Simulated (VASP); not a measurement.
Set up this calculation in VASP 6.6.1, as the native input.

| Property | Result |
| --- | --- |
| Task | single point |
| Functional | PBE |
| Potentials or basis | VASP PAW PBE potentials, release 64 (Ba_sv) |
| Cutoff | 500 eV |
| k mesh | 8 × 8 × 8 |
| Occupations | fermi-dirac, width 0.1 eV |
| Spin | no spin polarisation |
| Dipole correction | no |
| Further INCAR settings | ALGO = Normal; EDIFF = 1e-06; NBANDS = 17 |

The structure of Ba lies in POSCAR:

```
Ba
1.0
    0.0000000000      3.8500651222      3.8500651222
    3.8500651222      0.0000000000      3.8500651222
    3.8500651222      3.8500651222      0.0000000000
Ba
2
Direct
    1.0000000000      1.0000000000      1.0000000000
    0.2500000000      0.2500000000      0.2500000000
```

This isn't the form of Ba at room conditions, which is bcc.

The input as run:

INCAR

```
PREC = Accurate ; ENCUT = 500
EDIFF = 1E-6 ; ISMEAR = -1
SIGMA = 0.1 ; LREAL = F
LASPH = T ; NELM = 120
ALGO = Normal ; ISIF = 2
LWAVE = F ; LCHARG = T
GGA = PE ; LELF = T
LVHAR = T ; NBANDS = 17
GGA_COMPAT = F
```

KPOINTS

```
regular mesh
0
Gamma
  8 8 8
```

Potentials or basis: VASP PAW PBE potentials, release 64 (Ba_sv).

Run with:

```console
$ cat potpaw_PBE.64/Ba_sv/POTCAR > POTCAR
$ mpirun -np 1 vasp_std > vasp.out
```

It gave:

| Quantity | Value |
| --- | --- |
| Pressure | 0.4 GPa |
| Band gap on the k mesh | zero (bands 10 and 11 overlap by 0.15 eV) |

Caveat: spin-orbit coupling is left out, which moves the levels of the heavy elements.

It took 22 s on 1 thread of Intel(R) Xeon(R) 6975P-C (Granite Rapids), on a shared host, peak memory 0.25 GiB.
